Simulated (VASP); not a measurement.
Ga: single point with PBEsol

Ga:

```
CELL_PARAMETERS angstrom
3.90884 0.00000 0.00000
-1.95442 3.38516 0.00000
0.00000 0.00000 4.43471
ATOMIC_POSITIONS crystal
Ga 0.22540 0.00000 0.33333
Ga 0.00000 0.22540 0.66667
Ga 0.77460 0.77460 0.00000
```

```yaml
Program: VASP 6.6.1
Task: single point
Functional: PBEsol
Potentials_or_basis: VASP PAW PBE potentials, release 64 (Ga_d)
Cutoff: 520 eV
k_mesh: 6 × 6 × 4
Occupations: gaussian, width 0.1 eV
Spin: no spin polarisation
Dipole_correction: no
Further_INCAR_settings: ALGO = Normal; EDIFF = 1e-06; NBANDS = 26
```

* Pressure: 17.0 GPa
* Largest force: 5.335 eV/Å

Forces on the atoms (eV/Å):
```
Ga   5.335  0.000  0.000
Ga  -2.668  4.621  0.000
Ga  -2.668 -4.621  0.000
```

Stress tensor (GPa, compression positive):
```
 8.98  0.00  0.00
 0.00  8.98  0.00
 0.00  0.00 32.98
```

Levels at points of the mesh, in eV from the Fermi level:
| k point | band 15 | band 16 | band 17 | band 18 | band 19 | band 20 | band 21 | band 22 | band 23 | band 24 |
| --- | --- | --- | --- | --- | --- | --- | --- | --- | --- | --- |
| (0.00, 0.00, 0.00) | -14.47 | -11.09 | -3.56 | -3.56 | 0.76 | 2.43 | 2.43 | 3.43 | 3.43 | 5.08 |
| (0.50, 0.00, 0.00) | -14.48 | -9.05 | -6.29 | -2.18 | -1.12 | -0.36 | 0.42 | 1.73 | 3.28 | 6.14 |
| (0.00, 0.00, 0.50) | -14.50 | -9.17 | -9.17 | 1.76 | 2.28 | 2.28 | 3.48 | 3.92 | 3.92 | 4.62 |
| (0.50, 0.00, 0.50) | -14.55 | -7.23 | -7.10 | -4.30 | -3.76 | 0.54 | 1.07 | 2.40 | 3.32 | 7.99 |

It took 18 s on 1 thread of Intel(R) Xeon(R) 6975P-C (Granite Rapids), on a shared host, peak memory 0.18 GiB.

Caveat: the PAW data sets were made with another functional, which shifts forces and pressure a little.
